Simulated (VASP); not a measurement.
Set up this calculation in VASP 6.6.1, as the native input.

- Task: single point
- Functional: PBEsol
- Potentials or basis: VASP PAW PBE potentials, release 64 (Mg, O)
- Cutoff: 520 eV
- k mesh: 9 × 9 × 6
- Occupations: gaussian, width 0.05 eV
- Spin: no spin polarisation
- Dipole correction: no
- Further INCAR settings: ALGO = Normal; EDIFF = 1e-06; NBANDS = 16

The structure of MgO lies in POSCAR:

```
MgO
1.0
    3.3722815741      0.0000000000      0.0000000000
   -1.6861407870      2.9204815119      0.0000000000
    0.0000000000      0.0000000000      4.8166297723
Mg O
2 2
Direct
    0.3333333333      0.6666666667      0.0390610606
    0.6666666667      0.3333333333      0.5390610606
    0.3333333333      0.6666666667      0.4009416620
    0.6666666667      0.3333333333      0.9009416620
```

This cell differs from its parent crystal: c/a of the conventional cell at fixed volume 1.4283.

These files were run (other wordings do the same):

INCAR

```
  PREC = Accurate
  ENCUT = 520
  EDIFF = 1E-6
  ISMEAR = 0
  SIGMA = 0.05
  LREAL = False
  LASPH = True
  NELM = 100
  ALGO = Normal
  ISIF = 2
  LWAVE = False
  LCHARG = False
  GGA = PS
  NBANDS = 16
```

KPOINTS

```
regular mesh
0
Gamma
  9 9 6
```

Potentials or basis: VASP PAW PBE potentials, release 64 (Mg, O).

Launch:

```console
$ cat potpaw_PBE.64/Mg/POTCAR potpaw_PBE.64/O/POTCAR > POTCAR
$ mpirun -np 1 vasp_std > vasp.out
```

Results of the run:

* Pressure: 7.5 GPa
* Largest force: 3.689 eV/Å
* Band gap on the k mesh: 3.46 eV, direct

Caveat: the PAW data sets were made with another functional, which shifts forces and pressure a little.

Wall time 17 s on 1 thread of Intel(R) Xeon(R) 6975P-C (Granite Rapids), on a shared host, peak memory 0.18 GiB.
